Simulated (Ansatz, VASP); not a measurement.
One calculation of Sb, two programs

INCAR

```
SYSTEM = Sb
PREC = Accurate
ENCUT = 600
EDIFF = 1E-6
ISMEAR = 0
SIGMA = 0.1
LREAL = .False.
LASPH = .True.
NELM = 100
ALGO = Normal
ISIF = 3
LWAVE = .False.
LCHARG = .False.
GGA = PE
IBRION = 2
NSW = 100
EDIFFG = -0.01
```

The input KPOINTS:

```
Automatic mesh
0
Gamma
  20 20 20
  0 0 0
```

POSCAR

```
Sb
1.0
    0.0000000000      2.3943115993      2.3943115993
    2.3943115993      0.0000000000      2.3943115993
    2.3943115993      2.3943115993      0.0000000000
Sb
1
Direct
    0.0000000000      0.0000000000      0.0000000000
```

Input for Ansatz:

```yaml
crystal:
  lattice:
    - [0.0, 2.3943115993, 2.3943115993]
    - [2.3943115993, 0.0, 2.3943115993]
    - [2.3943115993, 2.3943115993, 0.0]
  atoms:
    - { symbol: Sb, position: [0.0, 0.0, 0.0] }
basis:
  ecutwfc: 420
kpoints:
  mp_grid: { grid: [20, 20, 20] }
hamiltonian:
  xc: pbe
scf:
  occupations: { method: gaussian, width: 0.1 }
output:
  forces: true
  stress: true
  eigenvalues: true
relax:
  adjacent_minimum: "off"
  f_tol: 0.01
  max_steps: 80
  cell: { stress_tol: 0.05 }
```

Alike in both runs: task relaxation of cell and atoms; functional PBE; k mesh 20 × 20 × 20; occupations gaussian, width 0.1 eV; no spin polarisation.

|  | VASP | Ansatz |
| --- | --- | --- |
| version | VASP 6.6.1 | Ansatz 0.2.0 |
| potentials or method | VASP PAW PBE potentials, release 64 (Sb), cutoff 600 eV | scalar-relativistic, plane waves, PAW |
| valence electrons in the cell | 5 | 15 |

VASP gave:

* gap on the k mesh at the Fermi level, each at its own relaxed structure (eV): none
* relaxed volume (Å³/atom): 27.39
* relaxed length of the cell vector where the two differ most in proportion (Å): 3.383

Question: Which values does Ansatz return?

Answer: gap on the k mesh at the Fermi level, each at its own relaxed structure (eV): none; relaxed volume (Å³/atom): 27.45; relaxed length of the cell vector where the two differ most in proportion (Å): 3.386.

A gap of «none» marks a metal or a gap that the smearing closes. VASP's potentials hold 5 valence electrons a cell and Ansatz's 15, so a difference there can come from the potentials and not from the codes.

Neither program's run includes spin-orbit coupling.
